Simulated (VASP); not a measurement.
## SnO2 (Cassiterite): relaxation of cell and atoms with LDA

SnO2 (Cassiterite):

```
Sn O
1.0
     4.73800    0.00000    0.00000
     0.00000    4.73800    0.00000
     0.00000    0.00000    3.18650
Sn O
2 4
Direct
  0.00000 0.00000 0.00000
  0.50000 0.50000 0.50000
  0.30710 0.30710 0.00000
  0.19290 0.80710 0.50000
  0.69290 0.69290 0.00000
  0.80710 0.19290 0.50000
```

| Property | Result |
| --- | --- |
| Program | VASP 6.6.1 |
| Task | relaxation of cell and atoms |
| Functional | LDA |
| Potentials or basis | VASP PAW LDA potentials, release 64 (Sn_d, O) |
| Cutoff | 600 eV |
| k mesh | 4 × 4 × 6 |
| Occupations | gaussian, width 0.01 eV |
| Spin | no spin polarisation |
| Target pressure | 2 GPa |
| Dipole correction | no |
| Further INCAR settings | ALGO = Normal; EDIFF = 1e-07; IBRION = 2; EDIFFG = -0.01; NSW = 80; ISIF = 3 |

The relaxed volume is 11.79 Å³/atom and the relaxed cell is a = 4.709 Å, b = 4.709 Å, c = 3.190 Å, α = 90.00°, β = 90.00°, γ = 90.00°. The space group after relaxing (to 0.05 Å) is P4_2/mnm (No. 136) and the energy change on relaxing (the enthalpy is what falls) is +0.1 meV/atom. The ionic steps are 6. The pressure after relaxing is 2.0 GPa, the largest force after relaxing is 0.004 eV/Å and the band gap on the k mesh is 1.25 eV, direct.

Forces on the atoms (eV/Å):
```
Sn   0.000  0.000  0.000
Sn   0.000  0.000  0.000
O    0.003  0.003  0.000
O   -0.003  0.003  0.000
O   -0.003 -0.003  0.000
O    0.003 -0.003  0.000
```

The path:
| step | energy change (eV) | largest force (eV/Å) | pressure (GPa) | volume (Å³) |
| --- | --- | --- | --- | --- |
| 1 | 0.0000 | 0.1793 | 0.09 | 71.53 |
| 2 | 0.0135 | 0.0257 | 4.20 | 70.07 |
| 3 | 0.0031 | 0.0898 | 2.56 | 70.63 |
| 4 | 0.0002 | 0.0700 | 1.72 | 70.78 |
| 5 | 0.0005 | 0.0135 | 2.00 | 70.73 |
| 6 | 0.0004 | 0.0042 | 1.98 | 70.73 |

Final structure:
```
Sn O
1.0
     4.70895    0.00000    0.00000
     0.00000    4.70895    0.00000
     0.00000    0.00000    3.18995
Sn O
2 4
Cartesian
  0.0000 0.0000 0.0000
  2.3545 2.3545 1.5950
  1.4403 1.4403 3.1899
  0.9141 3.7948 1.5950
  3.2686 3.2686 0.0000
  3.7948 0.9141 1.5950
```

Levels at points of the mesh, in eV from the valence-band top:
| k point | band 23 | band 24 | band 25 | band 26 | band 27 | band 28 | band 29 | band 30 |
| --- | --- | --- | --- | --- | --- | --- | --- | --- |
| (0.00, 0.00, 0.00) | -1.28 | -0.81 | -0.81 | 0.00 | 1.25 | 6.00 | 6.09 | 6.09 |
| (0.50, 0.00, 0.00) | -1.24 | -1.24 | -0.65 | -0.65 | 4.42 | 4.42 | 6.85 | 6.85 |
| (0.50, 0.50, 0.00) | -1.37 | -1.37 | -0.92 | -0.92 | 4.80 | 4.80 | 7.36 | 7.36 |
| (0.00, 0.00, 0.50) | -1.75 | -1.75 | -1.29 | -1.29 | 6.14 | 6.14 | 9.59 | 9.59 |
| (0.50, 0.00, 0.50) | -1.15 | -1.15 | -0.71 | -0.71 | 6.42 | 6.42 | 7.97 | 7.97 |
| (0.50, 0.50, 0.50) | -0.99 | -0.99 | -0.85 | -0.85 | 4.78 | 4.78 | 8.68 | 8.68 |

It took 96 s on 1 thread of Intel(R) Xeon(R) 6975P-C (Granite Rapids), with other jobs on the host, peak memory 0.21 GiB.

Caveat: the cell is relaxed towards a set pressure, so the enthalpy falls and the energy may rise; spin-orbit coupling is left out, which moves the levels of the heavy elements. LDA usually gives volumes a few per cent too small.
